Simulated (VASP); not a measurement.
# Sb in VASP: a series of runs

The runs below take Sb through single point, with PBE, r2SCAN.

All numbers are computed with VASP 6.6.1; they aren't measurements. Logs are shortened: lines on timing, memory, paths and dates and some standing lists are left out, and cuts for length are marked.

## 1. The cell of the first run

It takes space group Pm-3m (No. 221, cubic). The conventional cell has a = 3.110 Å, b = 3.110 Å, c = 3.110 Å, α = 90.00°, β = 90.00°, γ = 90.00°. Sb (site symmetry m-3m) has 6 Sb at 3.11 Å within 4.1 Å.

## 2. Single point, PBE

File INCAR:

```
PREC = Accurate
ENCUT = 520
EDIFF = 1E-6
ISMEAR = -1
SIGMA = 0.15
LREAL = False
LASPH = True
NELM = 100
ALGO = Normal
ISIF = 2
LWAVE = False
LCHARG = False
GGA = PE
NBANDS = 8
```

File KPOINTS:

```
Automatic mesh
0
Gamma
  20 20 20
```

File POSCAR:

```
Sb
1.0
    3.1103528033      0.0000000000      0.0000000000
    0.0000000000      3.1103528033      0.0000000000
    0.0000000000      0.0000000000      3.1103714348
Sb
1
Direct
    0.0000000000      0.0000000000      0.5000000000
```

Potentials or basis: VASP PAW PBE potentials, release 64 (Sb).

The run is started by

```bash
$ cat potpaw_PBE.64/Sb/POTCAR > POTCAR
$ mpirun -np 1 vasp_std > vasp.out
```

OUTCAR:

```text
PREC = Accurate
   ENCUT = 520
   EDIFF = 1E-6
   ISMEAR = -1
   LREAL = False
   LASPH = True
   NELM = 100
   ISIF = 2
   GGA = PE

 ion  position               nearest neighbor table
   1  0.000  0.000  0.500-

  LATTYP: Found a simple cubic cell.
 ALAT       =     3.1103528033

  Lattice vectors:

 A1 = (   3.1103528033,   0.0000000000,   0.0000000000)
 A2 = (   0.0000000000,   3.1103528033,   0.0000000000)
 A3 = (   0.0000000000,   0.0000000000,   3.1103714348)

Analysis of symmetry for initial positions (statically):
=====================================================================
 Subroutine PRICEL returns:
 Original cell was already a primitive cell.

 Routine SETGRP: Setting up the symmetry group for a
 simple cubic supercell.

 Subroutine GETGRP returns: Found 48 space group operations
 (whereof 16 operations were pure point group operations)
 out of a pool of 48 trial point group operations.

The static configuration has the point symmetry D_4h.
 The point group associated with its full space group is O_h .

Analysis of symmetry for dynamics (positions and initial velocities):
=====================================================================
 Subroutine PRICEL returns:
 Original cell was already a primitive cell.

 Routine SETGRP: Setting up the symmetry group for a
 simple cubic supercell.

 Subroutine GETGRP returns: Found 48 space group operations
 (whereof 16 operations were pure point group operations)
 out of a pool of 48 trial point group operations.

The dynamic configuration has the point symmetry D_4h.
 The point group associated with its full space group is O_h .

 Subroutine INISYM returns: Found 48 space group operations
 (whereof 16 operations are pure point group operations),
 and found     1 'primitive' translations

----------------------------------------------------------------------------------------

                                     Primitive cell

  volume of cell :      30.0906

  direct lattice vectors                    reciprocal lattice vectors
     3.110352803  0.000000000  0.000000000     0.321506936  0.000000000  0.000000000
     0.000000000  3.110352803  0.000000000     0.000000000  0.321506936  0.000000000
     0.000000000  0.000000000  3.110371435     0.000000000  0.000000000  0.321505010

  length of vectors
     3.110352803  3.110352803  3.110371435     0.321506936  0.321506936  0.321505010

  position of ions in fractional coordinates (direct lattice)
     0.000000000  0.000000000  0.500000000

  ion indices of the primitive-cell ions
   primitive index   ion index
                 1           1

----------------------------------------------------------------------------------------

 KPOINTS: Automatic mesh

Automatic generation of k-mesh.
 Grid dimensions read from file:
 generate k-points for:   20   20   20

 Generating k-lattice:

  Cartesian coordinates                     Fractional coordinates (reciprocal lattice)
     0.016075347  0.000000000  0.000000000     0.050000000  0.000000000  0.000000000
     0.000000000  0.016075347  0.000000000     0.000000000  0.050000000  0.000000000
     0.000000000  0.000000000  0.016075251     0.000000000  0.000000000  0.050000000

  Length of vectors
     0.016075347  0.016075347  0.016075251

  Shift w.r.t. Gamma in fractional coordinates (k-lattice)
     0.000000000  0.000000000  0.000000000

 Subroutine IBZKPT returns following result:
 ===========================================

 Found    286 irreducible k-points:

 Following reciprocal coordinates:
            Coordinates               Weight
  0.000000  0.000000  0.000000      1.000000
  0.050000  0.000000  0.000000      6.000000
  0.100000  0.000000  0.000000      6.000000
  0.150000  0.000000  0.000000      6.000000
  0.200000  0.000000  0.000000      6.000000
  0.250000  0.000000  0.000000      6.000000
[... 16 lines left out ...]
  0.150000  0.100000  0.000000     24.000000
  0.200000  0.100000  0.000000     24.000000
 [... further k-points ...]
   k-points           NKPTS =    286   k-points in BZ     NKDIM =    286   number of bands    NBANDS=      8
   number of dos      NEDOS =    301   number of ions     NIONS =      1
   total plane-waves  NPLWV =  13824
   dimension x,y,z NGX =    24 NGY =   24 NGZ =   24
   dimension x,y,z NGXF=    48 NGYF=   48 NGZF=   48
   ions per type =               1
   NGX,Y,Z   is equivalent  to a cutoff of  12.83, 12.83, 12.83 a.u.
   NGXF,Y,Z  is equivalent  to a cutoff of  25.66, 25.66, 25.66 a.u.
 SYSTEM =  unknown system
   PREC   = accura    normal or accurate (medium, high low for compatibility)
   ISTART =      0    job   : 0-new  1-cont  2-samecut
   ICHARG =      2    charge: 1-file 2-atom 10-const
   ISPIN  =      1    spin polarized calculation?
   LNONCOLLINEAR =      F non collinear calculations
   LSORBIT =      F    spin-orbit coupling
   LASPH  =      T    aspherical Exc in radial PAW
   ENCUT  =  520.0 eV  38.22 Ry    6.18 a.u.   5.78  5.78  5.78*2*pi/ulx,y,z
   NELM   =    100;   NELMIN=  2; NELMDL= -5     # of ELM steps
   EDIFF  = 0.1E-05   stopping-criterion for ELM
   LREAL  =      F    real-space projection
   EDIFFG = 0.1E-04   stopping-criterion for IOM
   NSW    =      0    number of steps for IOM
   IBRION =     -1    ionic relax: 0-MD 1-quasi-New 2-CG
   NFREE  =      0    steps in history (QN), initial steepest desc. (CG)
   ISIF   =      2    stress and relaxation
   ISYM   =      2    0-nonsym 1-usesym 2-fastsym
   POTIM  = 0.5000    time-step for ionic-motion
   TEBEG  =    0.0;   TEEND  =   0.0 temperature during run
   PSTRESS=    0.0 pullay stress
   NELECT =       5.0000    total number of electrons
   NUPDOWN=      -1.0000    fix difference up-down
   EMIN   =  10.00;   EMAX   =-10.00  energy-range for DOS
   EFERMI =   0.00;   METHOD = LEGACY
   ISMEAR =    -1;   SIGMA  =   0.15  broadening in eV -4-tet -1-fermi 0-gaus
   EFERMI_NEDOS =   21; number of points for ismear=-14 and -15
   IALGO  =     38    algorithm
   IMIX   =      4    mixing-type and parameters
     AMIX     =   0.40;   BMIX     =  1.00
     AMIX_MAG =   1.60;   BMIX_MAG =  1.00
  volume/ion in A,a.u.               =      30.09       203.06
  Fermi-wavevector in a.u.,A,eV,Ry     =   0.900024  1.700800 11.021318  0.810044
  Thomas-Fermi vector in A             =   2.022931
   LORBIT       =      0    0 simple, 1 ext, 2 COOP (PROOUT), +10 PAW based schemes
   GGA     = PE    functional components
   LHFCALC =     F    Hartree Fock is set to
   AEXX    =    0.0000 exact exchange contribution
   IVDW    =     0    specifies the selected vdW correction
   LEPSILON=     F    determine dielectric tensor
   LRPA    =     F    only Hartree local field effects (RPA)
 non-spin polarized calculation
  energy-cutoff  :      520.00
  volume of cell :       30.09
 maximum number of plane-waves:       840
 NGX is ok and might be reduce to    24
   NGX = 11   NGY = 11   NGZ = 11

 number of electron       4.9999994 magnetization

 Free energy of the ion-electron system (eV)
  ---------------------------------------------------
  ext. energy  EPLUGINS =         0.00000000
  ---------------------------------------------------
  free energy    TOTEN  =        -4.11191271 eV

  energy without entropy =       -4.07390415  energy(sigma->0) =       -4.09290843

 E-fermi :   7.0215     XC(G=0):  -9.5870

 val. band max:        7.0071566983   @ k =   0.2000   0.2000   0.0500
 cond. band min:       7.0225366215   @ k =   0.5000   0.3500   0.3500
 fundamental gap:      0.0153799232
 Fermi energy:         7.0215349486

 k-point     1 :       0.0000    0.0000    0.0000
  band No.  band energies     occupation
      1      -5.2934      2.00000
      2      10.2712      0.00000
      3      10.2713      0.00000
      4      10.2713      0.00000
      5      13.9370      0.00000
      6      13.9371      0.00000
      7      15.2367      0.00000
      8      24.6126      0.00000

 k-point     2 :       0.0500    0.0000    0.0000
  band No.  band energies     occupation
      1      -5.2575      2.00000
      2       9.7636      0.00000
      3      10.3066      0.00000
      4      10.3068      0.00000
      5      13.9656      0.00000
      6      14.2898      0.00000
      7      15.4715      0.00000
      8      24.2274      0.00000

 k-point     3 :       0.1000    0.0000    0.0000
  band No.  band energies     occupation
      1      -5.1501      2.00000
      2       8.6849      0.00003
      3      10.4118      0.00000
      4      10.4120      0.00000
      5      14.0513      0.00000
      6      14.7119      0.00000
      7      16.3653      0.00000
      8      23.4636      0.00000

 k-point     4 :       0.1500    0.0000    0.0000
  band No.  band energies     occupation
      1      -4.9727      2.00000
      2       7.4618      0.10091
      3      10.5827      0.00000
      4      10.5828      0.00000
      5      14.1933      0.00000
      6      14.9719      0.00000
      7      17.7132      0.00000
      8      22.6103      0.00000

 k-point     5 :       0.2000    0.0000    0.0000
  band No.  band energies     occupation
      1      -4.7288      2.00000
      2       6.2384      1.98925
      3      10.8121      0.00000
      4      10.8122      0.00000
      5      14.3901      0.00000
      6      15.2273      0.00000
      7      19.1854      0.00000
      8      21.7487      0.00000
[... 177 lines left out ...]
 k-point    22 :       0.1000    0.1000    0.0000
  band No.  band energies     occupation
      1      -5.0066      2.00000
      2       8.7284      0.00002
      3       8.9257      0.00001
      4      10.5527      0.00000
      5      14.4657      0.00000
      6      15.8845      0.00000
      7      16.7628      0.00000
      8      21.9417      0.00000

 k-point    23 :       0.1500    0.1000    0.0000
  band No.  band energies     occupation
      1      -4.8292      2.00000
      2       7.5940      0.04305
      3       9.0093      0.00000
      4      10.7238      0.00000
      5      14.6383      0.00000
      6      16.3396      0.00000
      7      17.8210      0.00000
      8      20.9825      0.00000

 k-point    24 :       0.2000    0.1000    0.0000
  band No.  band energies     occupation
      1      -4.5851      2.00000
      2       6.3746      1.97356
      3       9.2381      0.00000
      4      10.9536      0.00000
      5      14.8517      0.00000
      6      16.5670      0.00000
      7      19.0223      0.00000
      8      20.2613      0.00000

 [... further k-points ...]
[... 5 lines left out ...]
  --------------------------------------------------------------------------------------
  -------------------------------------------------------------------------------------
  Total       -0.0045433     -0.0045433     -0.0045433     -0.0000000     -0.0000000      0.0000000
  in kB       -0.2419076     -0.2419076     -0.2419105     -0.0000000     -0.0000000      0.0000000
  external PRESSURE =      -0.2419086 kB  Pullay stress =       0.0000000 kB

 VOLUME and BASIS-vectors are now :
 -----------------------------------------------------------------------------
  energy-cutoff  :      520.00
  volume of cell :       30.09
      direct lattice vectors                 reciprocal lattice vectors
     3.110352803  0.000000000  0.000000000     0.321506936  0.000000000  0.000000000
     0.000000000  3.110352803  0.000000000     0.000000000  0.321506936  0.000000000
     0.000000000  0.000000000  3.110371435     0.000000000  0.000000000  0.321505010

 POSITION                                       TOTAL-FORCE (eV/Angst)
 -----------------------------------------------------------------------------------
      0.00000      0.00000      1.55519         0.000000      0.000000      0.000000
 -----------------------------------------------------------------------------------
    total drift:                               -0.000000      0.000000     -0.000000

  FREE ENERGIE OF THE ION-ELECTRON SYSTEM (eV)
  ---------------------------------------------------
  free  energy   TOTEN  =        -4.1119127051 eV

  energy  without entropy=       -4.0739041461  energy(sigma->0) =       -4.09290843
```

Run time: 17 s. Hardware: 1 thread of Intel Xeon Platinum 8488C (Sapphire Rapids), shared host; peak memory 0.19 GiB.

Results:

```yaml
Free_energy: -4.1119 eV
Pressure: 0.0 GPa
```

Caveat: spin-orbit coupling is left out, which moves the levels of the heavy elements.

## 3. Single point, PBE

File INCAR:

```
ALGO = Normal ; EDIFF = 1E-7
ENCUT = 520 ; GGA = PE
ISIF = 2 ; ISMEAR = -4
LASPH = True ; LCHARG = False
LREAL = False ; LWAVE = False
NBANDS = 8 ; NELM = 80
PREC = Accurate ; SIGMA = 0.1
```

File KPOINTS:

```
k-points
0
Gamma
  18 18 18
```

File POSCAR:

```
Sb
1.0
    3.1108997930      0.0000000000      0.0000000000
    0.0000000000      3.1108997930      0.0000000000
    0.0000000000      0.0000000000      3.1108869940
Sb
1
Direct
    0.0000000000      0.0000000000      0.5000000000
```

Potentials or basis: VASP PAW PBE potentials, release 64 (Sb).

The run is started by

```bash
$ cat potpaw_PBE.64/Sb/POTCAR > POTCAR
$ mpirun -np 1 vasp_std > vasp.out
```

OUTCAR:

```text
EDIFF = 1E-7
   ENCUT = 520
   GGA = PE
   ISIF = 2
   ISMEAR = -4
   LASPH = True
   LREAL = False
   NELM = 80
   PREC = Accurate

 ion  position               nearest neighbor table
   1  0.000  0.000  0.500-

  LATTYP: Found a simple cubic cell.
 ALAT       =     3.1108997930

  Lattice vectors:

 A1 = (   3.1108997930,   0.0000000000,   0.0000000000)
 A2 = (   0.0000000000,   3.1108997930,   0.0000000000)
 A3 = (   0.0000000000,   0.0000000000,   3.1108869940)

Analysis of symmetry for initial positions (statically):
[... 439 lines left out ...]
      2       3.5064      2.00000
      3       9.7965      0.00000
      4      11.7716      0.00000
      5      15.6782      0.00000
      6      16.5817      0.00000
      7      18.3309      0.00000
      8      19.8041      0.00000

 [... further k-points ...]
[... 5 lines left out ...]
  --------------------------------------------------------------------------------------
  -------------------------------------------------------------------------------------
  Total       -0.0059009     -0.0059009     -0.0059008     -0.0000000      0.0000000      0.0000000
  in kB       -0.3140297     -0.3140297     -0.3140271     -0.0000000      0.0000000      0.0000000
  external PRESSURE =      -0.3140289 kB  Pullay stress =       0.0000000 kB

 VOLUME and BASIS-vectors are now :
 -----------------------------------------------------------------------------
  energy-cutoff  :      520.00
  volume of cell :       30.11
      direct lattice vectors                 reciprocal lattice vectors
     3.110899793  0.000000000  0.000000000     0.321450406  0.000000000  0.000000000
     0.000000000  3.110899793  0.000000000     0.000000000  0.321450406  0.000000000
     0.000000000  0.000000000  3.110886994     0.000000000  0.000000000  0.321451728

 POSITION                                       TOTAL-FORCE (eV/Angst)
 -----------------------------------------------------------------------------------
      0.00000      0.00000      1.55544         0.000000      0.000000      0.000000
 -----------------------------------------------------------------------------------
    total drift:                               -0.000000      0.000000     -0.000000

  FREE ENERGIE OF THE ION-ELECTRON SYSTEM (eV)
  ---------------------------------------------------
  free  energy   TOTEN  =        -4.0382600802 eV

  energy  without entropy=       -4.0382600802  energy(sigma->0) =       -4.03826008
```

OSZICAR:

```text
N       E                     dE             d eps       ncg     rms          rms(c)
DAV:   1     0.902303142091E+01    0.90230E+01   -0.16982E+03  3520   0.431E+02
DAV:   2    -0.386594186438E+01   -0.12889E+02   -0.12728E+02  4944   0.552E+01
DAV:   3    -0.403257184905E+01   -0.16663E+00   -0.16631E+00  4056   0.868E+00
DAV:   4    -0.403345634799E+01   -0.88450E-03   -0.88448E-03  5424   0.745E-01
DAV:   5    -0.403345973136E+01   -0.33834E-05   -0.33834E-05  4376   0.299E-02    0.190E+00
DAV:   6    -0.403625741106E+01   -0.27977E-02   -0.78209E-04  4816   0.193E-01    0.113E+00
DAV:   7    -0.403819808234E+01   -0.19407E-02   -0.19929E-03  3760   0.299E-01    0.786E-02
DAV:   8    -0.403825605760E+01   -0.57975E-04   -0.77938E-05  4968   0.604E-02    0.573E-03
DAV:   9    -0.403825929322E+01   -0.32356E-05   -0.29496E-06  4528   0.108E-02    0.214E-03
DAV:  10    -0.403826016474E+01   -0.87153E-06   -0.81833E-07  4344   0.505E-03    0.121E-03
DAV:  11    -0.403826000992E+01    0.15482E-06   -0.91056E-09  3632   0.641E-04    0.434E-04
DAV:  12    -0.403826008020E+01   -0.70281E-07   -0.19785E-09  2296   0.296E-04
   1 F= -.40382601E+01 E0= -.40382601E+01  d E =0.000000E+00
```

It took 17 s on 1 thread of Intel Xeon Platinum 8488C (Sapphire Rapids), shared host; peak memory 0.18 GiB.

What came out:

| Item | Value |
| --- | --- |
| Free energy | -4.0383 eV |
| Pressure | 0.0 GPa |

Caveat: spin-orbit coupling is left out, which moves the levels of the heavy elements.

## 4. Single point, r2SCAN

File POSCAR:

```
Sb
1.0
    3.1094508513      0.0000000000      0.0000000000
    0.0000000000      3.1094508513      0.0000000000
    0.0000000000      0.0000000000      3.1098398263
Sb
1
Direct
    0.0000000000      0.0000000000      0.5000000000
```

File INCAR.step1:

```
SYSTEM = Sb
ALGO     = Normal         ! electronic algorithm
EDIFF    = 1E-5           ! SCF threshold, eV
ENCUT    = 550            ! plane-wave cutoff, eV
GGA      = PE             ! functional
GGA_COMPAT= .FALSE.      
ISMEAR   = 0              ! smearing method
LASPH    = .TRUE.         ! aspherical terms in the spheres
LCHARG   = .FALSE.        ! write CHGCAR
LREAL    = .FALSE.        ! projectors in reciprocal space
LWAVE    = .TRUE.         ! write WAVECAR
NBANDS   = 8              ! bands
NELM     = 120            ! most SCF steps
PREC     = Accurate       ! precision mode
SIGMA    = 0.1            ! smearing width, eV
```

File INCAR.step2:

```
SYSTEM = Sb
ALGO     = Normal         ! electronic algorithm
EDIFF    = 1E-6           ! SCF threshold, eV
ENCUT    = 550            ! plane-wave cutoff, eV
GGA_COMPAT= .FALSE.      
ISIF     = 2              ! what is computed and relaxed
ISMEAR   = 0              ! smearing method
ISTART   = 1            
LASPH    = .TRUE.         ! aspherical terms in the spheres
LCHARG   = .FALSE.        ! write CHGCAR
LMIXTAU  = .TRUE.       
LREAL    = .FALSE.        ! projectors in reciprocal space
LWAVE    = .FALSE.        ! write WAVECAR
METAGGA  = R2SCAN         ! meta-GGA
NBANDS   = 8              ! bands
NELM     = 120            ! most SCF steps
PREC     = Accurate       ! precision mode
SIGMA    = 0.1            ! smearing width, eV
```

File KPOINTS:

```
k-points
0
G
  18 18 18
  0 0 0
```

The run is started by

```bash
$ cat potpaw_PBE.64/Sb/POTCAR > POTCAR
$ cp INCAR.step1 INCAR
$ mpirun -np 1 vasp_std > vasp.out
$ cp INCAR.step2 INCAR
$ mpirun -np 1 vasp_std > vasp.out
```

Run time: 4.7 min. Hardware: 1 thread of Intel Xeon 8259CL, shared host; peak memory 0.26 GiB.

The run converged. Its results:

```
Free energy : -25.6393 eV
Pressure    : -1.2 GPa
```

Levels at points of the mesh, in eV from the Fermi level:
| k point | band 1 | band 2 | band 3 | band 4 | band 5 | band 6 | band 7 |
| --- | --- | --- | --- | --- | --- | --- | --- |
| (0.00, 0.00, 0.00) | -12.95 | 3.38 | 3.39 | 3.39 | 7.20 | 7.21 | 9.05 |
| (0.50, 0.00, 0.00) | -10.40 | -5.84 | 5.49 | 5.49 | 9.28 | 11.28 | 11.93 |
| (0.50, 0.50, 0.00) | -7.66 | -3.78 | -3.78 | 2.48 | 7.66 | 13.40 | 13.85 |
| (0.00, 0.00, 0.50) | -10.41 | -5.84 | 5.49 | 5.49 | 9.28 | 11.28 | 11.93 |
| (0.50, 0.00, 0.50) | -7.66 | -3.78 | -3.78 | 2.48 | 7.66 | 13.40 | 13.85 |
| (0.50, 0.50, 0.50) | -4.54 | -1.83 | -1.83 | -1.82 | 5.16 | 5.16 | 5.16 |

Caveat: the PAW data sets were made with another functional, which shifts forces and pressure a little; spin-orbit coupling is left out, which moves the levels of the heavy elements.

## 5. Overview

```csv
level,cell,k mesh,cutoff (eV),smearing,gap on the mesh (eV),pressure (GPa)
PBE,"a = 3.110 Å, 1 atom",20 × 20 × 20,520,fermi-dirac 0.15 eV,none,0.0
PBE,"a = 3.111 Å, 1 atom",18 × 18 × 18,520,tetrahedron,none,0.0
r2SCAN,"a = 3.109 Å, 1 atom",18 × 18 × 18,550,gaussian 0.1 eV,none,-1.2
```

Alike in all rows: task single point; potentials or basis VASP PAW PBE potentials, release 64 (Sb); no spin polarisation.

Every run on the cell as given and a fine mesh finds a metal. The pressure there spans -1.2 GPa (r2SCAN) to 0.0 GPa (PBE); a positive pressure means that this level wants a larger cell, a negative one a smaller.

Caveats: spin-orbit coupling is left out, which moves the levels of the heavy elements; the PAW data sets were made with another functional, which shifts forces and pressure a little (some runs).

Total energies depend on the potentials used, so only differences within one code and one set of settings carry meaning.
